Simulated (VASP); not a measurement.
# Ge2Pt3 (P2_1/m) in VASP: single point with LDA

Aim: the single point of Ge2Pt3 with LDA.

Program: VASP 6.6.1. These are calculated values, not measurements. Logs are shortened: lines on timing, memory, paths and dates and some standing lists are left out, and cuts for length are marked.

## 1. The cell of the first run

The typed cell holds 10 atoms: a = 3.458 Å, b = 7.531 Å, c = 6.257 Å, α = 90.00°, β = 105.99°, γ = 90.00°.

## 2. Single point, LDA

The input, INCAR:

```
SYSTEM = Ge2Pt3
  PREC = Accurate
  ENCUT = 520
  EDIFF = 1E-7
  ISMEAR = 0
  SIGMA = 0.1
  LREAL = .FALSE.
  LASPH = .TRUE.
  NELM = 60
  ALGO = Fast
  ISIF = 2
  LWAVE = .FALSE.
  LCHARG = .TRUE.
  LELF = .TRUE.
  LVHAR = .TRUE.
  NBANDS = 69
```

The input, KPOINTS:

```
Automatic mesh
0
G
  10 6 6
  0 0 0
```

The input, POSCAR:

```
Ge2Pt3
1.0
    3.4580315264      0.0000000000     -0.0011065955
    0.0000000000      7.5311092182      0.0000000000
   -1.7214606093      0.0000000000      6.0154417619
Ge Pt
4 6
Direct
    0.5000000000      0.0000000000      0.0000000000
    0.5000000000      0.5000000000      0.0000000000
    0.7560431134      0.2500000000      0.5123810637
    0.2439568866      0.7500000000      0.4876189363
    0.9658369073      0.2500000000      0.9323270789
    0.0341630927      0.7500000000      0.0676729211
    0.1607060680      0.0584394994      0.3210651519
    0.8392939320      0.9415605006      0.6789348481
    0.8392939320      0.5584394994      0.6789348481
    0.1607060680      0.4415605006      0.3210651519
```

Potentials or basis: VASP PAW LDA potentials, release 64 (Ge_d, Pt).

On the command line:

```bash
cat potpaw_LDA.64/Ge_d/POTCAR potpaw_LDA.64/Pt/POTCAR > POTCAR
mpirun -np 1 vasp_std > vasp.out
```

OUTCAR:

```text
SYSTEM = Ge2Pt3
   PREC = Accurate
   ENCUT = 520
   EDIFF = 1E-7
   ISMEAR = 0
   LREAL = .FALSE.
   LASPH = .TRUE.
   NELM = 60
   ISIF = 2

 ion  position               nearest neighbor table
   1  0.500  0.000  0.000-   5 2.59   6 2.59   6 2.59   5 2.59   8 2.63   7 2.63   7 2.63   8 2.63

   2  0.500  0.500  0.000-   5 2.59   6 2.59   6 2.59   5 2.59  10 2.63   9 2.63  10 2.63   9 2.63

   3  0.756  0.250  0.512-   5 2.53   7 2.53  10 2.53   7 2.53  10 2.53   9 2.53   8 2.53
   4  0.244  0.750  0.488-   6 2.53   9 2.53   8 2.53   8 2.53   9 2.53   7 2.53  10 2.53
   5  0.966  0.250  0.932-   3 2.53   2 2.59   1 2.59   2 2.59   1 2.59   7 2.75  10 2.75   9 2.78
                             8 2.78
   6  0.034  0.750  0.068-   4 2.53   2 2.59   1 2.59   1 2.59   2 2.59   8 2.75   9 2.75   7 2.78
                            10 2.78
   7  0.161  0.058  0.321-   3 2.53   3 2.53   4 2.53   1 2.63   1 2.63   5 2.75   6 2.78  10 2.89
                             8 2.90   8 2.90
   8  0.839  0.942  0.679-   4 2.53   4 2.53   3 2.53   1 2.63   1 2.63   6 2.75   5 2.78   9 2.89
                             7 2.90   7 2.90
   9  0.839  0.558  0.679-   4 2.53   4 2.53   3 2.53   2 2.63   2 2.63   6 2.75   5 2.78   8 2.89
                            10 2.90  10 2.90
  10  0.161  0.442  0.321-   3 2.53   3 2.53   4 2.53   2 2.63   2 2.63   5 2.75   6 2.78   7 2.89
                             9 2.90   9 2.90

  LATTYP: Found a simple monoclinic cell.
 ALAT       =     3.4580317035
 B/A-ratio  =     2.1778600846
 C/A-ratio  =     1.8093858040
 COS(beta)  =    -0.2754370048

  Lattice vectors:

 A1 = (   3.4580315264,   0.0000000000,  -0.0011065955)
 A2 = (   0.0000000000,   7.5311092182,   0.0000000000)
 A3 = (  -1.7214606093,   0.0000000000,   6.0154417619)

Analysis of symmetry for initial positions (statically):
=====================================================================
 Subroutine PRICEL returns:
 Original cell was already a primitive cell.

 Routine SETGRP: Setting up the symmetry group for a
 simple monoclinic supercell.

 Subroutine GETGRP returns: Found  4 space group operations
 (whereof  2 operations were pure point group operations)
 out of a pool of  4 trial point group operations.

The static configuration has the point symmetry S_2 .
 The point group associated with its full space group is C_2h.

Analysis of symmetry for dynamics (positions and initial velocities):
=====================================================================
 Subroutine PRICEL returns:
 Original cell was already a primitive cell.

 Routine SETGRP: Setting up the symmetry group for a
 simple monoclinic supercell.

 Subroutine GETGRP returns: Found  4 space group operations
 (whereof  2 operations were pure point group operations)
 out of a pool of  4 trial point group operations.

The dynamic configuration has the point symmetry S_2 .
 The point group associated with its full space group is C_2h.

 Subroutine INISYM returns: Found  4 space group operations
 (whereof  2 operations are pure point group operations),
 and found     1 'primitive' translations

----------------------------------------------------------------------------------------

                                     Primitive cell

  volume of cell :     156.6447

  direct lattice vectors                    reciprocal lattice vectors
     3.458031526  0.000000000 -0.001106596     0.289208348  0.000000000  0.082763793
     0.000000000  7.531109218  0.000000000     0.000000000  0.132782565  0.000000000
    -1.721460609  0.000000000  6.015441762     0.000053203  0.000000000  0.166254055

  length of vectors
     3.458031703  7.531109218  6.256913474     0.300817743  0.132782565  0.166254064

  position of ions in fractional coordinates (direct lattice)
     0.500000000  0.000000000  1.000000000
     0.500000000  0.500000000  1.000000000
     0.756043113  0.250000000  0.512381064
     0.243956887  0.750000000  0.487618936
     0.965836907  0.250000000  0.932327079
     0.034163093  0.750000000  0.067672921
     0.160706068  0.058439499  0.321065152
     0.839293932  0.941560501  0.678934848
     0.839293932  0.558439499  0.678934848
     0.160706068  0.441560501  0.321065152

  ion indices of the primitive-cell ions
   primitive index   ion index
                 1           1
                 2           2
                 3           3
                 4           4
                 5           5
                 6           6
                 7           7
                 8           8
                 9           9
                10          10

----------------------------------------------------------------------------------------

 KPOINTS: Automatic mesh

Automatic generation of k-mesh.
 Grid dimensions read from file:
 generate k-points for:   10    6    6

 Generating k-lattice:

  Cartesian coordinates                     Fractional coordinates (reciprocal lattice)
     0.028920835  0.000000000  0.008276379     0.100000000  0.000000000  0.000000000
     0.000000000  0.022130428  0.000000000     0.000000000  0.166666667  0.000000000
     0.000008867  0.000000000  0.027709009    -0.000000000  0.000000000  0.166666667

  Length of vectors
     0.030081774  0.022130428  0.027709011

  Shift w.r.t. Gamma in fractional coordinates (k-lattice)
     0.000000000  0.000000000  0.000000000

 Subroutine IBZKPT returns following result:
 ===========================================

 Found    128 irreducible k-points:

 Following reciprocal coordinates:
            Coordinates               Weight
  0.000000  0.000000  0.000000      1.000000
  0.100000  0.000000  0.000000      2.000000
  0.200000  0.000000  0.000000      2.000000
  0.300000  0.000000 -0.000000      2.000000
  0.400000  0.000000  0.000000      2.000000
  0.500000  0.000000  0.000000      1.000000
[... 16 lines left out ...]
  0.400000  0.500000  0.000000      2.000000
  0.500000  0.500000  0.000000      1.000000
 [... further k-points ...]
   k-points           NKPTS =    128   k-points in BZ     NKDIM =    128   number of bands    NBANDS=     69
   number of dos      NEDOS =    301   number of ions     NIONS =     10
   total plane-waves  NPLWV =  75264
   dimension x,y,z NGX =    28 NGY =   56 NGZ =   48
   dimension x,y,z NGXF=    56 NGYF=  112 NGZF=   96
   ions per type =               4   6
   NGX,Y,Z   is equivalent  to a cutoff of  13.46, 12.36, 12.75 a.u.
   NGXF,Y,Z  is equivalent  to a cutoff of  26.92, 24.72, 25.51 a.u.
 SYSTEM =  Ge2Pt3
   PREC   = accura    normal or accurate (medium, high low for compatibility)
   ISTART =      0    job   : 0-new  1-cont  2-samecut
   ICHARG =      2    charge: 1-file 2-atom 10-const
   ISPIN  =      1    spin polarized calculation?
   LNONCOLLINEAR =      F non collinear calculations
   LSORBIT =      F    spin-orbit coupling
   LASPH  =      T    aspherical Exc in radial PAW
   ENCUT  =  520.0 eV  38.22 Ry    6.18 a.u.   6.43 14.00 11.63*2*pi/ulx,y,z
   NELM   =     60;   NELMIN=  2; NELMDL= -5     # of ELM steps
   EDIFF  = 0.1E-06   stopping-criterion for ELM
   LREAL  =      F    real-space projection
   EDIFFG = 0.1E-05   stopping-criterion for IOM
   NSW    =      0    number of steps for IOM
   IBRION =     -1    ionic relax: 0-MD 1-quasi-New 2-CG
   NFREE  =      0    steps in history (QN), initial steepest desc. (CG)
   ISIF   =      2    stress and relaxation
   ISYM   =      2    0-nonsym 1-usesym 2-fastsym
   POTIM  = 0.5000    time-step for ionic-motion
   TEBEG  =    0.0;   TEEND  =   0.0 temperature during run
   PSTRESS=    0.0 pullay stress
   NELECT =     116.0000    total number of electrons
   NUPDOWN=      -1.0000    fix difference up-down
   EMIN   =  10.00;   EMAX   =-10.00  energy-range for DOS
   EFERMI =   0.00;   METHOD = LEGACY
   ISMEAR =     0;   SIGMA  =   0.10  broadening in eV -4-tet -1-fermi 0-gaus
   EFERMI_NEDOS =   21; number of points for ismear=-14 and -15
   IALGO  =     68    algorithm
   IMIX   =      4    mixing-type and parameters
     AMIX     =   0.40;   BMIX     =  1.00
     AMIX_MAG =   1.60;   BMIX_MAG =  1.00
  volume/ion in A,a.u.               =      15.66       105.71
  Fermi-wavevector in a.u.,A,eV,Ry     =   1.481116  2.798903 29.847145  2.193703
  Thomas-Fermi vector in A             =   2.595066
   LORBIT       =      0    0 simple, 1 ext, 2 COOP (PROOUT), +10 PAW based schemes
   GGA     = CA    functional components
   LHFCALC =     F    Hartree Fock is set to
   AEXX    =    0.0000 exact exchange contribution
   IVDW    =     0    specifies the selected vdW correction
   LEPSILON=     F    determine dielectric tensor
   LRPA    =     F    only Hartree local field effects (RPA)
 non-spin polarized calculation
 RMM-DIIS sequential band-by-band and
 Gauss-broadening in eV      SIGMA  =   0.10
  energy-cutoff  :      520.00
  volume of cell :      156.64
 maximum number of plane-waves:      4254
 NGX is ok and might be reduce to    28
   NGX = 13   NGY = 29   NGZ = 23

 number of electron     115.9999940 magnetization

 Free energy of the ion-electron system (eV)
  ---------------------------------------------------
  ext. energy  EPLUGINS =         0.00000000
  ---------------------------------------------------
  free energy    TOTEN  =       -70.27465247 eV

  energy without entropy =      -70.25491421  energy(sigma->0) =      -70.26478334

 E-fermi :   9.9186     XC(G=0): -12.9822

 val. band max:        9.9178801176   @ k =  -0.4000   0.5000   0.3333
 cond. band min:       9.9206803575   @ k =   0.4000   0.0000   0.5000
 fundamental gap:      0.0028002399
 Fermi energy:         9.9186048943

 k-point     1 :       0.0000    0.0000    0.0000
  band No.  band energies     occupation
      1     -15.2007      2.00000
      2     -15.1944      2.00000
      3     -15.1939      2.00000
      4     -15.1928      2.00000
      5     -15.1895      2.00000
      6     -15.1890      2.00000
[... 61 lines left out ...]
     68      15.9490      0.00000
     69      16.6052      0.00000
[... 1654 lines left out ...]
     68      13.5398      0.00000
     69      15.4172      0.00000

 [... further k-points ...]

------------------------ aborting loop because EDIFF is reached ----------------------------------------

  FORCE on cell =-STRESS in cart. coord.  units (eV):
  Direction    XX          YY          ZZ          XY          YZ          ZX
  --------------------------------------------------------------------------------------
  -------------------------------------------------------------------------------------
  Total        0.6297244      0.9691808      0.8374948      0.0000000      0.0000000     -0.0027952
  in kB        6.4408834      9.9128775      8.5659803      0.0000000      0.0000000     -0.0285899
  external PRESSURE =       8.3065804 kB  Pullay stress =       0.0000000 kB

 VOLUME and BASIS-vectors are now :
 -----------------------------------------------------------------------------
  energy-cutoff  :      520.00
  volume of cell :      156.64
      direct lattice vectors                 reciprocal lattice vectors
     3.458031526  0.000000000 -0.001106596     0.289208348  0.000000000  0.082763793
     0.000000000  7.531109218  0.000000000     0.000000000  0.132782565  0.000000000
    -1.721460609  0.000000000  6.015441762     0.000053203  0.000000000  0.166254055

 POSITION                                       TOTAL-FORCE (eV/Angst)
 -----------------------------------------------------------------------------------
      1.72902      0.00000     -0.00055         0.000000      0.000000      0.000000
      1.72902      3.76555     -0.00055         0.000000      0.000000      0.000000
      1.73238      1.88278      3.08136        -0.000392      0.000000     -0.000881
      0.00419      5.64833      2.93297         0.000392      0.000000      0.000881
      1.73493      1.88278      5.60729         0.000038      0.000000     -0.008878
      0.00164      5.64833      0.40704        -0.000038      0.000000      0.008878
      0.00303      0.44011      1.93117        -0.000186     -0.007595      0.004472
      1.73355      7.09099      4.08316         0.000186      0.007595     -0.004472
      1.73355      4.20567      4.08316         0.000186     -0.007595     -0.004472
      0.00303      3.32544      1.93117        -0.000186      0.007595      0.004472
 -----------------------------------------------------------------------------------
    total drift:                               -0.000000      0.000000      0.000000

  FREE ENERGIE OF THE ION-ELECTRON SYSTEM (eV)
  ---------------------------------------------------
  free  energy   TOTEN  =       -70.2746524747 eV

  energy  without entropy=      -70.2549142126  energy(sigma->0) =      -70.26478334
```

It took 29 min on 1 thread of Oxide Virtual Turin-like, shared host; peak memory 0.9 GiB.

What came out:

```
Free energy            : -70.2747 eV
Pressure               : 0.8 GPa
Largest force          : 0.009 eV/Å
Band gap on the k mesh : zero (bands 58 and 59 overlap by 1.81 eV)
```

Forces in eV/Å, atoms in the order of the input:
```
Ge   0.000  0.000  0.000
Ge   0.000  0.000  0.000
Ge   0.000  0.000 -0.001
Ge   0.000  0.000  0.001
Pt   0.000  0.000 -0.009
Pt   0.000  0.000  0.009
Pt   0.000 -0.008  0.004
Pt   0.000  0.008 -0.004
Pt   0.000 -0.008 -0.004
Pt   0.000  0.008  0.004
```

Levels at points of the mesh, in eV from the Fermi level:
| k point | band 55 | band 56 | band 57 | band 58 | band 59 | band 60 | band 61 | band 62 |
| --- | --- | --- | --- | --- | --- | --- | --- | --- |
| (0.00, 0.00, 0.00) | -1.72 | -1.22 | -0.63 | -0.29 | 0.97 | 1.65 | 2.44 | 2.77 |
| (0.50, 0.00, 0.00) | -1.63 | -1.44 | -1.33 | -1.30 | -1.16 | -0.10 | 0.38 | 1.34 |
| (0.00, 0.50, 0.00) | -1.66 | -1.66 | -0.54 | -0.54 | 1.35 | 1.35 | 2.75 | 2.75 |
| (0.50, 0.50, 0.00) | -1.70 | -1.70 | -1.24 | -1.24 | 0.28 | 0.28 | 1.23 | 1.23 |
| (0.00, 0.00, 0.50) | -1.72 | -1.43 | -0.59 | 0.11 | 0.94 | 1.84 | 2.16 | 3.08 |
| (0.50, 0.00, 0.50) | -1.63 | -1.44 | -1.33 | -1.30 | -1.17 | -0.10 | 0.39 | 1.33 |
| (0.00, 0.50, 0.50) | -1.72 | -1.72 | 0.30 | 0.30 | 1.03 | 1.03 | 2.24 | 2.24 |
| (0.50, 0.50, 0.50) | -1.70 | -1.70 | -1.24 | -1.24 | 0.29 | 0.29 | 1.23 | 1.23 |

Caveat: spin-orbit coupling is left out, which moves the levels of the heavy elements.
